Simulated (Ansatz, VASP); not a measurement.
**Hf3Si2O in VASP and in Ansatz**

```
Hf Si O
1.0
     3.62501    0.00000    0.00000
    -1.81250    3.13935    0.00000
     0.00000    0.00000    8.85588
Hf Si O
3 2 1
Direct
  0.66667 0.33333 0.13520
  0.33333 0.66667 0.86480
  0.00000 0.00000 0.50000
  0.66667 0.33333 0.68145
  0.33333 0.66667 0.31855
  0.00000 0.00000 0.00000
```

Change from the starting cell: species swapped into the Ba2H3I type (P-3m1, No. 164).

Alike in both runs: functional PBE; k mesh 12 × 12 × 4; occupations gaussian, width 0.1 eV; no spin polarisation.

Ansatz relaxed the structure, and its values are those at the end. VASP's run is a single point on that final structure, the one shown.

|  | VASP | Ansatz |
| --- | --- | --- |
| version | VASP 6.6.1 | Ansatz 0.2.0 |
| potentials or method | VASP PAW PBE potentials, release 64 (Hf_pv, Si, O), cutoff 520 eV | scalar-relativistic, plane waves, PAW |
| valence electrons in the cell | 44 | 92 |

```csv
,VASP,Ansatz,Ansatz less VASP
gap on the k mesh at the Fermi level (eV),none,none,-
pressure (GPa),-0.6,0.0,+0.62
rms of the force components (eV/Å),0.024,0.001,-0.0223
```

A gap of «none» marks a metal or a gap that the smearing closes. VASP's potentials hold 44 valence electrons a cell and Ansatz's 92, so a difference there can come from the potentials and not from the codes.

Spin-orbit coupling is off throughout.
